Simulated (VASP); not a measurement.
Runs of VASP 6.6.1 on TaN. The structure is that of space group Fm-3m (No. 225), or close to it. The cells are those of the table. 

```csv
level,potentials or basis,cell,k mesh,cutoff (eV),gap on the mesh (eV),pressure (GPa)
PBEsol,"VASP PAW PBE potentials, release 64 (Ta_pv, N)","a = 3.061 Å, angles 60.0°, 2 atoms",16 × 16 × 16,520,none,13.6
PBEsol,"VASP PAW PBE potentials, release 64 (Ta_sv_GW, N)","a = 3.094 Å, angles 60.0°, 2 atoms",16 × 16 × 16,600,none,(b)
PBEsol,"VASP PAW PBE potentials, release 64 (Ta_pv, N)","a = 3.149, b = 3.149, c = 3.273 Å, angles 61.2, 61.2, 60.0°, 2 atoms",15 × 15 × 14,520,none,-30.0
LDA,"VASP PAW LDA potentials, release 64 (Ta_pv, N)","a = 3.037 Å, angles 60.0°, 2 atoms",16 × 16 × 16,520,none,(a)
PBEsol,"VASP PAW PBE potentials, release 64 (Ta_pv, N)","a = 3.171 Å, angles 60.0°, 2 atoms",16 × 16 × 16,520,none,-21.6
```

Alike in all rows: no spin polarisation.

Question: Fill in the values left out.

Answer: (a) 17.5; (b) 0.1.

Caveats: spin-orbit coupling is left out, which moves the levels of the heavy elements; the PAW data sets were made with another functional, which shifts forces and pressure a little (at least some runs); the cell stands under pressure (at least some runs); the cell stands under tension (at least some runs).

A k mesh can miss the band edges, and the runs leave out spin-orbit coupling on Ta.

A gap of «none» marks levels without a gap at the run's occupations.

The runs don't all hold the same shells in valence.
